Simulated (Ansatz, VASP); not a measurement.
# SnTe3 in VASP and in Ansatz

```xyz
8
Lattice="7.9131 0.0000 0.0000 -3.9565 6.8529 0.0000 0.0000 0.0000 6.2159" Properties=species:S:1:pos:R:3 pbc="T T T"
Sn    3.9565    2.2843    1.5540
Sn    0.0000    4.5686    4.6619
Te    2.0795    1.2006    4.6619
Te    5.8336    1.2006    4.6619
Te    3.9565    4.4517    4.6619
Te    1.8770    5.6523    1.5540
Te   -1.8770    5.6523    1.5540
Te    0.0000    2.4012    1.5540
```

Change from the starting cell: species swapped into the Na3Hg type (P6_3/mmc, No. 194).

Alike in both runs: task relaxation of cell and atoms; functional PBE; k mesh 3 × 3 × 4; occupations gaussian, width 0.1 eV; no spin polarisation.

```csv
,VASP,Ansatz
version,VASP 6.6.1,Ansatz 0.2.0
potentials or method,"VASP PAW PBE potentials, release 64 (Sn_d, Te), cutoff 600 eV","scalar-relativistic, plane waves, PAW"
valence electrons in the cell,64,124
```

```tsv
	VASP	Ansatz	Ansatz less VASP
gap on the k mesh at the Fermi level, each at its own relaxed structure (eV)	none	none	-
relaxed volume (Å³/atom)	28.86	29.18	+0.324
relaxed length of the cell vector where the two differ most in proportion (Å)	5.283	5.866	+0.5831
```

A gap of «none» marks a metal or a gap that the smearing closes. One of these differences is far larger than is usual between the two programs; its cause wasn't traced. VASP's potentials hold 64 valence electrons a cell and Ansatz's 124, so a difference there can come from the potentials and not from the codes.

Neither program's run includes spin-orbit coupling. Noted on VASP's run: the volume moved by over 15 % at a fixed basis, so the end points are rough.
